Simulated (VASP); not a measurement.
# LiF3 (Im-3m) in VASP: a series of runs, part 2 of 2

VASP 6.6.1.

**3. Relaxation of cell and atoms, PBE, collinear spin, ferromagnetic start**

This run uses another cell than the first one, of 10.88 Å³/atom, 0.957 times its volume.

INCAR

```
PREC = Accurate
ENCUT = 600
EDIFF = 1E-7
ISMEAR = 0
SIGMA = 0.1
LREAL = F
LASPH = T
NELM = 150
ALGO = Normal
ISIF = 3
LWAVE = F
LCHARG = F
ISPIN = 2
MAGMOM = 0 0.74 0.74 0.74
LORBIT = 11
GGA = PE
IBRION = 2
NSW = 100
EDIFFG = -0.01
```

KPOINTS

```
Automatic mesh
0
Gamma
  14 14 14
```

POSCAR

```
LiF3
1.0
   -2.2159550695      2.2159550695      2.2159550695
    2.2159550695     -2.2159550695      2.2159550695
    2.2159550695      2.2159550695     -2.2159550695
Li F
1 3
Direct
    0.0000000000      0.0000000000      0.0000000000
    0.0000000000      0.5000000000      0.5000000000
    0.5000000000      0.0000000000      0.5000000000
    0.5000000000      0.5000000000      0.0000000000
```

Potentials or basis: VASP PAW PBE potentials, release 64 (Li_sv, F).

Launch:

```
$ cat potpaw_PBE.64/Li_sv/POTCAR potpaw_PBE.64/F/POTCAR > POTCAR
$ mpirun -np 1 vasp_std > vasp.out
```

OUTCAR:

```text
PREC = Accurate
   ENCUT = 600
   EDIFF = 1E-7
   ISMEAR = 0
   LREAL = F
   LASPH = T
   NELM = 150
   ISIF = 3
   ISPIN = 2
   LORBIT = 11
   GGA = PE
   IBRION = 2
   NSW = 100
   EDIFFG = -0.01

 ion  position               nearest neighbor table
   1  0.000  0.000  0.000-   2 2.22   3 2.22   4 2.22   2 2.22   3 2.22   4 2.22
   2  0.000  0.500  0.500-   1 2.22   1 2.22
   3  0.500  0.000  0.500-   1 2.22   1 2.22
   4  0.500  0.500  0.000-   1 2.22   1 2.22

  LATTYP: Found a body centered cubic cell.
 ALAT       =     4.4319101390

  Lattice vectors:

 A1 = (  -2.2159550695,   2.2159550695,   2.2159550695)
 A2 = (   2.2159550695,  -2.2159550695,   2.2159550695)
 A3 = (   2.2159550695,   2.2159550695,  -2.2159550695)

Analysis of symmetry for initial positions (statically):
=====================================================================
 Subroutine PRICEL returns:
 Original cell was already a primitive cell.

 Routine SETGRP: Setting up the symmetry group for a
 body centered cubic supercell.

 Subroutine GETGRP returns: Found 48 space group operations
 (whereof 48 operations were pure point group operations)
 out of a pool of 48 trial point group operations.

The static configuration has the point symmetry O_h .

Analysis of symmetry for dynamics (positions and initial velocities):
[... 252 lines left out ...]
--------------------------------------- Ionic step        3  -------------------------------------------

 number of electron      23.9999970 magnetization       1.9999995

 Free energy of the ion-electron system (eV)
  ---------------------------------------------------
  ext. energy  EPLUGINS =         0.00000000
  ---------------------------------------------------
  free energy    TOTEN  =       -12.23144130 eV

  energy without entropy =      -12.22540205  energy(sigma->0) =      -12.22842168

 E-fermi :  -2.0482     XC(G=0):  -9.2785

 val. band max:       -2.0605388166   @ k =   0.5000   0.5000   0.1429
 cond. band min:      -2.0436256875   @ k =   0.2143   0.2143   0.1429
 fundamental gap:      0.0169131291
 Fermi energy:        -2.0482071664

 spin component 1

 k-point     1 :       0.0000    0.0000    0.0000
  band No.  band energies     occupation
      1     -44.5265      1.00000
      2     -24.5313      1.00000
      3     -22.6933      1.00000
      4     -22.6933      1.00000
      5      -6.3749      1.00000
      6      -6.3749      1.00000
[... 459 lines left out ...]
      6      -5.7527      1.00000
[... 9 lines left out ...]
     16      10.9104      0.00000
     17      11.8485      0.00000

 [... further k-points ...]

 spin component 2

 k-point     1 :       0.0000    0.0000    0.0000
  band No.  band energies     occupation
      1     -44.5329      1.00000
      2     -23.3679      1.00000
      3     -21.4172      1.00000
      4     -21.4172      1.00000
      5      -5.0057      1.00000
      6      -5.0057      1.00000
[... 502 lines left out ...]
  FREE ENERGIE OF THE ION-ELECTRON SYSTEM (eV)
  ---------------------------------------------------
  free  energy   TOTEN  =       -12.2314413036 eV

  energy  without entropy=      -12.2254020483  energy(sigma->0) =      -12.22842168

 reached required accuracy - stopping structural energy minimisation

 total charge

# of ion       s       p       d       tot
------------------------------------------
    1        2.000   0.023   0.000   2.023
    2        1.754   4.138   0.000   5.892
    3        1.754   4.138   0.000   5.892
    4        1.754   4.138   0.000   5.892
--------------------------------------------------
tot          7.263  12.437   0.000  19.700

 magnetization (x)

# of ion       s       p       d       tot
------------------------------------------
    1       -0.001  -0.001   0.000  -0.002
    2        0.004   0.625   0.000   0.629
    3        0.004   0.625   0.000   0.629
    4        0.004   0.625   0.000   0.629
--------------------------------------------------
tot          0.012   1.875   0.000   1.886
```

It took 2.2 min on 1 thread of Intel Xeon 6975P-C (Granite Rapids), shared host; peak memory 0.28 GiB.

Results:

* Free energy: -12.2314 eV
* Relaxed volume: 10.58 Å³/atom
* Relaxed cell: a = 3.803 Å, b = 3.803 Å, c = 3.803 Å, α = 109.47°, β = 109.47°, γ = 109.47°
* Space group after relaxing (to 0.05 Å): Im-3m (No. 229)
* Energy gained by relaxing: 1.2 meV/atom
* Ionic steps: 3
* Pressure after relaxing: 0.0 GPa
* Band gap on the k mesh: zero (filled and empty bands overlap)
* Net moment: 2.00 μB per cell
* Site moments: Li -0.00; F +0.63 μB
* Valence electrons inside the program's atomic spheres: Li 2.02; F 5.89

The path:
| step | energy change (eV) | largest force (eV/Å) | pressure (GPa) | volume (Å³) |
| --- | --- | --- | --- | --- |
| 1 | 0.0000 | 0.0000 | -1.28 | 43.53 |
| 2 | -0.0034 | 0.0000 | -0.72 | 42.98 |
| 3 | -0.0049 | 0.0000 | -0.01 | 42.34 |

Final structure:
```cif
data_structure
_symmetry_space_group_name_H-M 'P 1'
_symmetry_Int_Tables_number 1
_cell_length_a 3.8029
_cell_length_b 3.8029
_cell_length_c 3.8029
_cell_angle_alpha 109.471
_cell_angle_beta 109.471
_cell_angle_gamma 109.471
_cell_volume 42.34
loop_
_atom_site_label
_atom_site_type_symbol
_atom_site_fract_x
_atom_site_fract_y
_atom_site_fract_z
_atom_site_occupancy
Li1 Li 0.00000 0.00000 0.00000 1
F1 F 0.00000 0.50000 0.50000 1
F2 F 0.50000 0.00000 0.50000 1
F3 F 0.50000 0.50000 0.00000 1
```

Levels at points of the mesh, in eV from the Fermi level:
Spin up:
| k point | band 10 | band 11 | band 12 | band 13 | band 14 | band 15 | band 16 | band 17 |
| --- | --- | --- | --- | --- | --- | --- | --- | --- |
| (0.00, 0.00, 0.00) | -2.40 | -0.49 | -0.49 | -0.49 | 8.42 | 15.35 | 15.35 | 15.35 |
| (0.50, 0.00, 0.00) | -2.51 | -2.24 | -1.70 | -0.49 | 10.97 | 12.32 | 13.53 | 14.78 |
| (0.50, 0.50, 0.50) | -2.09 | -0.47 | -0.47 | -0.47 | 13.18 | 13.58 | 13.58 | 13.58 |
Spin down:
```
           k point  band 8  band 9  band 10  band 11  band 12  band 13  band 14  band 15
(0.00, 0.00, 0.00)   -1.87   -1.87    -1.87     1.21     1.21     1.21     8.64    15.41
(0.50, 0.00, 0.00)   -1.60   -1.23    -1.02    -1.01    -0.61     1.22    11.26    12.59
(0.50, 0.50, 0.50)   -1.34   -1.34    -1.34     1.25     1.25     1.25    13.25    13.90
```

Caveat: the cutoff is under 1.25 times the usual one of these potentials, so pressure, stress and relaxed cells hold a basis-set (Pulay) error.
